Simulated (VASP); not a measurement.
Wanted: the native input for a VASP 6.6.1 run.

* Task: single point
* Functional: PBE
* Potentials or basis: VASP PAW PBE potentials, release 64 (Ti_sv, O)
* Cutoff: 520 eV
* k mesh: 10 × 10 × 10
* Occupations: fermi-dirac, width 0.02 eV
* Spin: no spin polarisation
* Dipole correction: no
* Further INCAR settings: ALGO = Normal; EDIFF = 1e-06; NBANDS = 33

The structure of TiO2 lies in POSCAR:

```
TiO2
1.0
   -1.8133428582      1.8133428582      4.6000468768
    1.8133428582     -1.8133428582      4.6000468768
    1.8133428582      1.8133428582     -4.6000468768
Ti O
2 4
Direct
    0.7500000000      0.2500000000      0.5000000000
    0.0000000000      0.0000000000      0.0000000000
    0.5384529549      0.0384529549      0.5000000000
    0.7884529549      0.7884529549      0.0000000000
    0.2115470451      0.2115470451      0.0000000000
    0.9615470451      0.4615470451      0.5000000000
```

This cell differs from its parent crystal: strain -4.0%.

One way to write it, as run:

INCAR

```
PREC = Accurate
ENCUT = 520
EDIFF = 1E-6
ISMEAR = -1
SIGMA = 0.02
LREAL = False
LASPH = True
NELM = 80
ALGO = Normal
ISIF = 2
LWAVE = False
LCHARG = True
GGA = PE
LELF = True
LVHAR = True
NBANDS = 33
```

KPOINTS

```
regular mesh
0
Gamma
  10 10 10
```

Potentials or basis: VASP PAW PBE potentials, release 64 (Ti_sv, O).

Launch:

```bash
$ cat potpaw_PBE.64/Ti_sv/POTCAR potpaw_PBE.64/O/POTCAR > POTCAR
$ mpirun -np 1 vasp_std > vasp.out
```

It gave:

```yaml
Pressure: 38.5 GPa
Largest_force: 0.110 eV/Å
Band_gap_on_the_k_mesh: 2.27 eV (least direct gap 2.68 eV)
```

Caveat: the cell differs from its parent crystal (strain -4.0%); the stress differs along the axes, from 31 to 42 GPa.

Run time: 5.6 min on 1 thread of AMD EPYC 9R14 (Zen 4), with other jobs on the host, peak memory 0.31 GiB.
